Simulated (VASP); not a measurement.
Al3GaN4, 16 atoms in the cell. The structure is monoclinic, space group Pm (No. 6). The conventional cell has a = 5.038 Å, b = 3.125 Å, c = 10.927 Å, α = 90.00°, β = 97.99°, γ = 90.00°. Al (site symmetry m) has 4 N at 1.88 to 1.90 Å within 2.5 Å. Within 2.5 Å of Al (site symmetry m) lie 4 N at 1.88 to 1.90 Å. Al (site symmetry m) has 2 N at 1.89 to 1.90 Å and 2 Ga at 2.07 Å within 2.5 Å. Within 2.5 Å of Al (site symmetry m) lie 4 N at 1.89 to 1.90 Å. Within 2.5 Å of Al (site symmetry m) lie 4 N at 1.89 to 1.90 Å. Al (site symmetry m) has 4 N at 1.89 to 1.90 Å within 2.5 Å. Ga (site symmetry m) has 4 N at 1.94 to 2.03 Å and 2 Al at 2.07 Å within 2.6 Å. Within 2.6 Å of Ga (site symmetry m) lie 4 N at 1.93 to 1.96 Å.  This cell differs from its parent crystal: the part above a cut slid along it.

| Property | Result |
| --- | --- |
| Program | VASP 6.6.1 |
| Task | single point |
| Functional | r2SCAN |
| Potentials or basis | VASP PAW PBE potentials, release 64 (Al, Ga_d, N) |
| Cutoff | 520 eV |
| k mesh | 5 × 7 × 2 |
| Occupations | gaussian, width 0.05 eV |
| Spin | no spin polarisation |
| Dipole correction | no |
| Further INCAR settings | LREAL = Auto; ALGO = Normal; EDIFF = 1e-06; NBANDS = 56 |

Potentials or basis: VASP PAW PBE potentials, release 64 (Al, Ga_d, N).

Run with:

```bash
$ cat potpaw_PBE.64/Al/POTCAR potpaw_PBE.64/Ga_d/POTCAR potpaw_PBE.64/N/POTCAR > POTCAR
$ cp INCAR.step1 INCAR
$ mpirun -np 1 vasp_std > vasp.out
$ cp INCAR.step2 INCAR
$ mpirun -np 1 vasp_std > vasp.out
```

Hardware: 1 thread of Intel(R) Xeon(R) Platinum 8559C (Emerald Rapids), with other jobs on the host.

How long does it take, and how much memory?

Run time: 10 min on 1 thread of Intel(R) Xeon(R) Platinum 8559C (Emerald Rapids) (shared host), peak memory 0.38 GiB. Counts: k points 24.
